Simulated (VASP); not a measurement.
# Zn2CrCuS4 (I-42m) in VASP: single point with r2SCAN+U

Aim: the single point of Zn2CrCuS4 with r2SCAN+U.

Program: VASP 6.6.1. These are calculated values, not measurements. Logs are shortened: lines on timing, memory, paths and dates and some standing lists are left out, and cuts for length are marked.

## (1) The cell of the first run

The structure is tetragonal, space group I-42m (No. 121). Conventional cell: a = 5.361 Å, b = 5.361 Å, c = 10.583 Å, α = 90.00°, β = 90.00°, γ = 90.00°. Zn (site symmetry -4) has 4 S at 2.30 Å within 3.0 Å. Within 3.0 Å of Cr (site symmetry -42m) lie 4 S at 2.30 Å. Within 3.1 Å of Cu (site symmetry -42m) lie 4 S at 2.34 Å. S (site symmetry m) has 1 Cr at 2.30 Å and 2 Zn at 2.30 Å and 1 Cu at 2.34 Å within 3.0 Å.

## (2) Single point, r2SCAN+U

File POSCAR:

```
Zn2CrCuS4
1.0
    0.0000000000      5.3606004300      0.0000000000
    5.3606004300      0.0000000000      0.0000000000
    2.6803002100      2.6803002100     -5.2916770100
Zn Cr Cu S
2 1 1 4
Direct
    0.7500000000      0.2500000000      0.5000000000
    0.2500000000      0.7500000000      0.5000000000
    0.0000000000      0.0000000000      0.0000000000
    0.5000000000      0.5000000000      0.0000000000
    0.6274500000      0.6274500000      0.2528800000
    0.3725500000      0.8803300000      0.7471200000
    0.1196700000      0.1196700000      0.2528800000
    0.8803300000      0.3725500000      0.7471200000
```

File INCAR.step1:

```
PREC = Accurate ; ENCUT = 520
ISMEAR = -5 ; SIGMA = 0.1
LREAL = F ; LASPH = T
NELM = 150 ; LMAXMIX = 4
LDAU = T ; LDAUTYPE = 2
LDAUL = -1 2 -1 -1 ; LDAUU = 0 2.84 0 0
LDAUJ = 0 0 0 0 ; GGA = PE
ALGO = Normal ; EDIFF = 1E-4
LWAVE = T ; LCHARG = F
```

File INCAR.step2:

```
PREC = Accurate ; ENCUT = 520
EDIFF = 1E-7 ; ISMEAR = -1
SIGMA = 0.1 ; LREAL = F
LASPH = T ; NELM = 150
ALGO = Normal ; ISIF = 2
LWAVE = F ; LCHARG = F
LMAXMIX = 4 ; LDAU = T
LDAUTYPE = 2 ; LDAUL = -1 2 -1 -1
LDAUU = 0 2.84 0 0 ; LDAUJ = 0 0 0 0
LDAUPRINT = 1 ; METAGGA = R2SCAN
LMIXTAU = T ; LORBIT = 11
ISTART = 1
```

File KPOINTS:

```
Automatic mesh
0
Gamma
  5 5 5
```

Potentials or basis: VASP PAW PBE potentials, release 64 (Zn, Cr_pv, Cu, S).

On the command line:

```bash
cat potpaw_PBE.64/Zn/POTCAR potpaw_PBE.64/Cr_pv/POTCAR potpaw_PBE.64/Cu/POTCAR potpaw_PBE.64/S/POTCAR > POTCAR
cp INCAR.step1 INCAR
mpirun -np 1 vasp_std > vasp.out
cp INCAR.step2 INCAR
mpirun -np 1 vasp_std > vasp.out
```

OUTCAR:

```text
PREC = Accurate
   ENCUT = 520
   EDIFF = 1E-7
   ISMEAR = -1
   LREAL = F
   LASPH = T
   NELM = 150
   ISIF = 2
   METAGGA = R2SCAN
   LORBIT = 11
   ISTART = 1

 ion  position               nearest neighbor table
   1  0.750  0.250  0.500-   8 2.30   7 2.30   5 2.30   6 2.30
   2  0.250  0.750  0.500-   6 2.30   7 2.30   5 2.30   8 2.30
   3  0.000  0.000  0.000-   7 2.30   6 2.30   8 2.30   5 2.30
   4  0.500  0.500  0.000-   5 2.34   6 2.34   8 2.34   7 2.34
   5  0.627  0.627  0.253-   3 2.30   2 2.30   1 2.30   4 2.34
   6  0.373  0.880  0.747-   3 2.30   2 2.30   1 2.30   4 2.34
   7  0.120  0.120  0.253-   3 2.30   2 2.30   1 2.30   4 2.34
   8  0.880  0.373  0.747-   3 2.30   1 2.30   2 2.30   4 2.34

  LATTYP: Found a body centered tetragonal cell.
 ALAT       =     5.3606004300
 C/A-ratio  =     1.9742851866

  Lattice vectors:

 A1 = (  -2.6803002100,   2.6803002200,   5.2916770100)
 A2 = (   2.6803002200,  -2.6803002100,   5.2916770100)
 A3 = (   2.6803002100,   2.6803002100,  -5.2916770100)

Analysis of symmetry for initial positions (statically):
=====================================================================
 Subroutine PRICEL returns:
 Original cell was already a primitive cell.

 Routine SETGRP: Setting up the symmetry group for a
 body centered tetragonal supercell.

 Subroutine GETGRP returns: Found  8 space group operations
 (whereof  8 operations were pure point group operations)
 out of a pool of 16 trial point group operations.

The static configuration has the point symmetry D_2d.

Analysis of symmetry for dynamics (positions and initial velocities):
=====================================================================
 Subroutine PRICEL returns:
 Original cell was already a primitive cell.

 Routine SETGRP: Setting up the symmetry group for a
 body centered tetragonal supercell.

 Subroutine GETGRP returns: Found  8 space group operations
 (whereof  8 operations were pure point group operations)
 out of a pool of 16 trial point group operations.

The dynamic configuration has the point symmetry D_2d.

 Subroutine INISYM returns: Found  8 space group operations
 (whereof  8 operations are pure point group operations),
 and found     1 'primitive' translations
[... 167 lines left out ...]
  o =  0.2028  v = -0.0000 -0.6431  0.0000 -0.7657  0.0000  0.0000  0.0000  0.0000  0.0000  0.0000      0.0000  0.0000  0.0000  0.0000  0.0000  0.0000  0.0000  0.0000  0.0000  0.0000
  o =  0.2028  v =  0.0000  0.0000  0.0000  0.0000  0.0000 -0.0000 -0.6431  0.0000 -0.7657  0.0000      0.0000  0.0000  0.0000  0.0000  0.0000  0.0000  0.0000  0.0000  0.0000  0.0000
  o =  0.6168  v =  0.0000  0.0000  1.0000  0.0000  0.0000  0.0000  0.0000  0.0000  0.0000  0.0000      0.0000  0.0000  0.0000  0.0000  0.0000  0.0000  0.0000  0.0000  0.0000  0.0000
  o =  0.6168  v =  0.0000  0.0000  0.0000  0.0000  0.0000  0.0000  0.0000  1.0000  0.0000  0.0000      0.0000  0.0000  0.0000  0.0000  0.0000  0.0000  0.0000  0.0000  0.0000  0.0000
  o =  0.8747  v =  0.0000  0.0000  0.0000  0.0000  0.0000 -0.0000 -0.0000 -0.0000  0.0000  1.0000      0.0000  0.0000  0.0000  0.0000  0.0000  0.0000  0.0000  0.0000  0.0000  0.0000
  o =  0.8747  v = -0.0000 -0.0000 -0.0000  0.0000  1.0000  0.0000  0.0000  0.0000  0.0000  0.0000      0.0000  0.0000  0.0000  0.0000  0.0000  0.0000  0.0000  0.0000  0.0000  0.0000

 number of electron      71.0000011 magnetization

 Free energy of the ion-electron system (eV)
  ---------------------------------------------------
  ext. energy  EPLUGINS =         0.00000000
  ---------------------------------------------------
  free energy    TOTEN  =       -77.68082380 eV

  energy without entropy =      -77.56562633  energy(sigma->0) =      -77.62322506

 E-fermi :   3.7152     XC(G=0): -10.5009

 val. band max:        3.7093415870   @ k =  -0.2000  -0.2000   0.2000
 cond. band min:       3.7486123127   @ k =  -0.4000   0.2000   0.0000
 fundamental gap:      0.0392707257
 Fermi energy:         3.7152384394

 k-point     1 :       0.0000    0.0000    0.0000
  band No.  band energies     occupation
      1     -41.0634      2.00000
      2     -40.6173      2.00000
      3     -40.6173      2.00000
      4     -10.8193      2.00000
      5      -9.5255      2.00000
      6      -9.5255      2.00000
[... 799 lines left out ...]
     41       8.3156      0.00000
     42       8.3767      0.00000

------------------------ aborting loop because EDIFF is reached ----------------------------------------

  FORCE on cell =-STRESS in cart. coord.  units (eV):
  Direction    XX          YY          ZZ          XY          YZ          ZX
  --------------------------------------------------------------------------------------
  -------------------------------------------------------------------------------------
  Total       -0.7113759     -0.7113759      0.3911343      0.0000000      0.0000000      0.0000000
  in kB       -7.4953091     -7.4953091      4.1211297      0.0000000      0.0000000      0.0000000
  external PRESSURE =      -3.6231629 kB  Pullay stress =       0.0000000 kB

 VOLUME and BASIS-vectors are now :
 -----------------------------------------------------------------------------
  energy-cutoff  :      520.00
  volume of cell :      152.06
      direct lattice vectors                 reciprocal lattice vectors
     0.000000000  5.360600430  0.000000000     0.000000000  0.186546267  0.094488004
     5.360600430  0.000000000  0.000000000     0.186546267  0.000000000  0.094488004
     2.680300210  2.680300210 -5.291677010     0.000000000  0.000000000 -0.188976009

 POSITION                                       TOTAL-FORCE (eV/Angst)
 -----------------------------------------------------------------------------------
      2.68030      5.36060     -2.64584        -0.000000     -0.000000      0.000000
      5.36060      2.68030     -2.64584         0.000000     -0.000000      0.000000
      0.00000      0.00000      0.00000         0.000000      0.000000      0.000000
      2.68030      2.68030      0.00000        -0.000000      0.000000      0.000000
      4.04130      4.04130     -1.33816         0.003815      0.003815      0.575191
      6.72160      3.99960     -3.95352         0.003815     -0.003815     -0.575191
      1.31930      1.31930     -1.33816        -0.003815     -0.003815      0.575191
      3.99960      6.72160     -3.95352        -0.003815      0.003815     -0.575191
 -----------------------------------------------------------------------------------
    total drift:                               -0.000402     -0.000402     -0.000353

  FREE ENERGIE OF THE ION-ELECTRON SYSTEM (eV)
  ---------------------------------------------------
  free  energy   TOTEN  =       -77.6808238006 eV

  energy  without entropy=      -77.5656263262  energy(sigma->0) =      -77.62322506

 total charge

# of ion       s       p       d       tot
------------------------------------------
    1        0.523   0.515   9.816  10.855
    2        0.523   0.515   9.816  10.855
    3        0.458   6.248   4.090  10.796
    4        0.361   0.345   9.245   9.951
    5        1.306   2.461   0.000   3.767
    6        1.306   2.461   0.000   3.767
    7        1.306   2.461   0.000   3.767
    8        1.306   2.461   0.000   3.767
--------------------------------------------------
tot          7.088  17.469  32.967  57.523
```

OUTCAR.step1:

```text
PREC = Accurate
   ENCUT = 520
   ISMEAR = -5
   LREAL = F
   LASPH = T
[... 1051 lines left out ...]
      4.04130      4.04130     -1.33816         0.086999      0.086999      0.712961
      6.72160      3.99960     -3.95352         0.086999     -0.086999     -0.712961
      1.31930      1.31930     -1.33816        -0.086999     -0.086999      0.712961
      3.99960      6.72160     -3.95352        -0.086999      0.086999     -0.712961
 -----------------------------------------------------------------------------------
    total drift:                               -0.000031     -0.000031     -0.000018

  FREE ENERGIE OF THE ION-ELECTRON SYSTEM (eV)
  ---------------------------------------------------
  free  energy   TOTEN  =       -32.6833299387 eV

  energy  without entropy=      -32.6833299387  energy(sigma->0) =      -32.68332994
```

OSZICAR.step1:

```text
N       E                     dE             d eps       ncg     rms          rms(c)
DAV:   1     0.670688318846E+03    0.67069E+03   -0.33165E+04  1544   0.195E+03
DAV:   2     0.594611208122E+02   -0.61123E+03   -0.59826E+03  1516   0.479E+02
DAV:   3    -0.303638825454E+02   -0.89825E+02   -0.88027E+02  1994   0.180E+02
DAV:   4    -0.357982082925E+02   -0.54343E+01   -0.54083E+01  2072   0.446E+01
DAV:   5    -0.360222590278E+02   -0.22405E+00   -0.22378E+00  2136   0.858E+00    0.201E+01
DAV:   6    -0.393088968402E+02   -0.32866E+01   -0.72057E+01  2286   0.867E+01    0.319E+01
DAV:   7    -0.330320463070E+02    0.62769E+01   -0.44676E+01  2004   0.768E+01    0.132E+01
DAV:   8    -0.324685120581E+02    0.56353E+00   -0.79415E+00  2232   0.575E+01    0.795E+00
DAV:   9    -0.326114277178E+02   -0.14292E+00   -0.17837E+00  2014   0.105E+01    0.219E+00
DAV:  10    -0.326544433838E+02   -0.43016E-01   -0.20828E-01  2432   0.596E+00    0.123E+00
DAV:  11    -0.326789587804E+02   -0.24515E-01   -0.54993E-02  2152   0.252E+00    0.671E-01
DAV:  12    -0.326846818286E+02   -0.57230E-02   -0.36123E-02  2048   0.357E+00    0.447E-01
DAV:  13    -0.326831655510E+02    0.15163E-02   -0.83720E-03  2224   0.191E+00    0.126E-01
DAV:  14    -0.326833499868E+02   -0.18444E-03   -0.16690E-03  1880   0.541E-01    0.978E-02
DAV:  15    -0.326833299387E+02    0.20048E-04   -0.46118E-04  1334   0.398E-01
   1 F= -.32683330E+02 E0= -.32683330E+02  d E =0.000000E+00
```

Wall time 12 min (1 thread of Intel Xeon Platinum 8488C (Sapphire Rapids), shared host); peak memory 0.37 GiB.

What came out:

```
Free energy                                           : -77.6808 eV
Pressure                                              : -0.4 GPa
Largest force                                         : 0.575 eV/Å
Band gap on the k mesh                                : zero (an odd number of electrons rules out a gap without spin polarisation)
Valence electrons inside the program's atomic spheres : Zn 10.86; Cr 10.80; Cu 9.95; S 3.77
```

Forces in eV/Å, atoms in the order of the input:
```
Zn   0.000  0.000  0.000
Zn   0.000  0.000  0.000
Cr   0.000  0.000  0.000
Cu   0.000  0.000  0.000
S    0.004  0.004  0.575
S    0.004 -0.004 -0.575
S   -0.004 -0.004  0.575
S   -0.004  0.004 -0.575
```

Eigenvalues of the final occupation matrices:
```tsv
site	spin	trace	eigenvalues
site 3 d	1	2.06	0.16 0.20 0.20 0.62 0.87
site 3 d	2	2.06	0.16 0.20 0.20 0.62 0.87
```

Caveat: the PAW data sets were made with another functional, which shifts forces and pressure a little; the run has no spin polarisation, though such a crystal can be magnetic; U without spin polarisation on a metal has little footing. Spin polarisation is off, so any magnetic state and its effect on volume and gap are missing.

The gap in the log of VASP goes by the Fermi energy; the results here count the filled bands.